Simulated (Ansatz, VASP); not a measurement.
## One calculation of TiC, two programs

```
Ti C
1.0
     0.00000    2.13154    2.16400
     2.13154    0.00000    2.16400
     2.13154    2.13154    0.00000
Ti C
1 1
Cartesian
  0.0000 0.0000 0.0000
  2.1315 2.1315 2.1640
```

Change from the starting cell: strain -0.015 along x and y, +0.000 along z, atoms carried along.

Alike in both runs: task single point; functional PBE; k mesh 18 × 18 × 18; occupations gaussian, width 0.15 eV; no spin polarisation.

```csv
,VASP,Ansatz
version,VASP 6.6.1,Ansatz 0.2.0
potentials or method,"VASP PAW PBE potentials, release 64 (Ti_sv, C), cutoff 520 eV","scalar-relativistic, plane waves, PAW"
valence electrons in the cell,16,16
```

|  | VASP | Ansatz | Ansatz less VASP |
| --- | --- | --- | --- |
| gap on the k mesh at the Fermi level (eV) | none | none | - |
| pressure (GPa) | 9.4 | 9.1 | -0.21 |
| traceless stress, the component that is largest in VASP (GPa) | -4.49 | -4.46 | +0.026 |

A gap of «none» marks a metal or a gap that the smearing closes.
